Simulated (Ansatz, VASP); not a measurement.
# Rh in VASP and in Ansatz

```
CELL_PARAMETERS angstrom
0.05705 1.93007 1.93007
1.93007 0.05705 1.93007
1.93007 1.93007 0.05705
ATOMIC_POSITIONS crystal
Rh 0.00000 0.00000 0.00000
```

Change from the starting cell: equal xy, yz and zx shear strains of +3 %, crystal datasets.

Alike in both runs: task electric field gradients; functional PBEsol; k mesh 16 × 16 × 16; occupations fermi-dirac, width 0.08 eV; no spin polarisation.

```csv
,VASP,Ansatz
version,VASP 6.6.1,Ansatz 0.2.0
potentials or method,"VASP PAW PBE potentials, release 64 (Rh_pv), cutoff 520 eV","all-electron PAW with datasets made for the crystal, scalar-relativistic"
```

```tsv
	VASP	Ansatz	Ansatz less VASP
pressure (GPa)	-4.0	-3.9	+0.05
traceless stress, the component that is largest in VASP (GPa)	-5.76	-5.77	-0.004
size of Vzz on the site where it differs most (V/Å²)	4.8	0.2	-4.53
```

VASP's potentials were made for PBE, not for PBEsol. Ansatz ran all-electron here, and VASP with PAW potentials.
